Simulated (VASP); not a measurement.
Set up this calculation in VASP 6.6.1, as the native input.

* Task: single point
* Functional: LDA
* Potentials or basis: VASP PAW LDA potentials, release 64 (Mg, S)
* Cutoff: 600 eV
* k mesh: 7 × 7 × 7
* Occupations: gaussian, width 0.01 eV
* Spin: no spin polarisation
* Dipole correction: no
* Further INCAR settings: ALGO = Normal; EDIFF = 1e-06; NBANDS = 11

The structure of MgS (Niningerite) lies in POSCAR:

```
MgS
1.0
    0.0000000000      2.6016500000      2.6016500000
    2.6016500000      0.0000000000      2.6016500000
    2.6016500000      2.6016500000      0.0000000000
Mg S
1 1
Direct
    0.0000000000      0.0000000000      0.0000000000
    0.5000000000      0.5000000000      0.5000000000
```

These files were run (other wordings do the same):

INCAR

```
SYSTEM = MgS
PREC = Accurate
ENCUT = 600
EDIFF = 1E-6
ISMEAR = 0
SIGMA = 0.01
LREAL = .FALSE.
LASPH = .TRUE.
NELM = 120
ALGO = Normal
ISIF = 2
LWAVE = .FALSE.
LCHARG = .FALSE.
GGA = CA
NBANDS = 11
GGA_COMPAT = .FALSE.
```

KPOINTS

```
Automatic mesh
0
G
  7 7 7
  0 0 0
```

Potentials or basis: VASP PAW LDA potentials, release 64 (Mg, S).

Launch:

```sh
$ cat potpaw_LDA.64/Mg/POTCAR potpaw_LDA.64/S/POTCAR > POTCAR
$ mpirun -np 1 vasp_std > vasp.out
```

Results of the run:

```json
{
 "Pressure": "-3.8 GPa",
 "Band gap on the k mesh": "2.77 eV, indirect (least direct gap 3.49 eV)"
}
```

It took 9.1 s on 1 thread of Intel Xeon 6975P-C (shared host), peak memory 0.15 GiB.
